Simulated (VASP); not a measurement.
Write the native input for VASP 6.6.1 that does the following.

| Property | Result |
| --- | --- |
| Task | band structure |
| Functional | HSE03 |
| Potentials or basis | VASP PAW PBE potentials, release 64 (Se, Zn) |
| Cutoff | 520 eV |
| k mesh | 6 × 6 × 6 |
| Occupations | gaussian, width 0.02 eV |
| Spin | no spin polarisation |
| Grid for exact exchange (PRECFOCK) | Fast |
| Further INCAR settings | ALGO = Normal; EDIFF = 1e-07 |
| Share of exact exchange | 0.25 |
| Screening parameter | 0.3 1/Å |

The system is ZnSe.

```
CELL_PARAMETERS angstrom
0.00000 2.83380 2.83380
2.83380 0.00000 2.83380
2.83380 2.83380 0.00000
ATOMIC_POSITIONS crystal
Se 0.75000 0.75000 0.75000
Zn 0.00000 0.00000 0.00000
```

The input as run:

POSCAR

```
ZnSe
1.0
    0.0000000000      2.8338000000      2.8338000000
    2.8338000000      0.0000000000      2.8338000000
    2.8338000000      2.8338000000      0.0000000000
Se Zn
1 1
Direct
    0.7500000000      0.7500000000      0.7500000000
    0.0000000000      0.0000000000      0.0000000000
```

INCAR.step1

```
ALGO = Normal
EDIFF = 1E-5
ENCUT = 520
GGA = PE
ISIF = 2
ISMEAR = 0
KPAR = 4
LASPH = True
LCHARG = False
LREAL = False
LWAVE = True
NELM = 80
PREC = Accurate
SIGMA = 0.02
```

INCAR.step2

```
ALGO = Normal
EDIFF = 1E-7
ENCUT = 520
GGA = PE
HFSCREEN = 0.3
ISIF = 2
ISMEAR = 0
ISTART = 1
KPAR = 4
LASPH = True
LCHARG = False
LHFCALC = True
LREAL = False
LWAVE = False
NELM = 80
PREC = Accurate
PRECFOCK = Fast
SIGMA = 0.02
```

KPOINTS

```
k-points
0
Gamma
  6 6 6
```

KPOINTS_OPT

```
path GXWKGLUWLK,UX
10
line-mode
reciprocal
 0.0000000000  0.0000000000  0.0000000000  G
 0.5000000000  0.0000000000  0.5000000000  X

 0.5000000000  0.0000000000  0.5000000000  X
 0.5000000000  0.2500000000  0.7500000000  W

 0.5000000000  0.2500000000  0.7500000000  W
 0.3750000000  0.3750000000  0.7500000000  K

 0.3750000000  0.3750000000  0.7500000000  K
 0.0000000000  0.0000000000  0.0000000000  G

 0.0000000000  0.0000000000  0.0000000000  G
 0.5000000000  0.5000000000  0.5000000000  L

 0.5000000000  0.5000000000  0.5000000000  L
 0.6250000000  0.2500000000  0.6250000000  U

 0.6250000000  0.2500000000  0.6250000000  U
 0.5000000000  0.2500000000  0.7500000000  W

 0.5000000000  0.2500000000  0.7500000000  W
 0.5000000000  0.5000000000  0.5000000000  L

 0.5000000000  0.5000000000  0.5000000000  L
 0.3750000000  0.3750000000  0.7500000000  K

 0.6250000000  0.2500000000  0.6250000000  U
 0.5000000000  0.0000000000  0.5000000000  X
```

Potentials or basis: VASP PAW PBE potentials, release 64 (Se, Zn).

Run with:

```bash
$ cat potpaw_PBE.64/Se/POTCAR potpaw_PBE.64/Zn/POTCAR > POTCAR
$ cp INCAR.step1 INCAR
$ mpirun -np 4 vasp_std > vasp.out
$ cp INCAR.step2 INCAR
$ mpirun -np 4 vasp_std > vasp.out
```

It gave:

```yaml
Pressure: 1.4 GPa
Band_gap_on_the_k_mesh: 2.22 eV
Band_gap_along_the_path: 2.22 eV
```

Caveat: the PAW data sets were made with another functional, which shifts forces and pressure a little.

Wall time 15 min on 4 MPI ranks on Intel(R) Xeon(R) 6975P-C (Granite Rapids) (shared host), peak memory 0.36 GiB a rank.
